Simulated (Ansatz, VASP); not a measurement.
## One calculation of Ni, two programs

```
CELL_PARAMETERS angstrom
0.00000 2.46558 2.46558
2.46558 0.00000 2.46558
2.46558 2.46558 0.00000
ATOMIC_POSITIONS crystal
Ni 0.12500 0.12500 0.12500
Ni 0.87500 0.87500 0.87500
```

Alike in both runs: task single point; functional revPBE; k mesh 12 × 12 × 12; occupations fermi-dirac, width 0.05 eV; collinear spin.

```csv
,VASP,Ansatz
version,VASP 6.6.1,Ansatz 0.2.0
potentials or method,"VASP PAW PBE potentials, release 64 (Ni), cutoff 520 eV","plane waves (420 eV) with PAW, scalar-relativistic"
valence electrons in the cell,20,36
```

```csv
,VASP,Ansatz,Ansatz less VASP
pressure (GPa),14.2,14.5,+0.29
net moment per atom (μB),0.77,0.79,+0.015
size of the moment on the site where the two differ most (μB),0.77,0.83,+0.052
```

VASP's potentials were made for PBE, not for revPBE. Site moments also hang on the region over which each program counts them. VASP's potentials hold 20 valence electrons a cell and Ansatz's 36, so a difference there can come from the potentials and not from the codes.
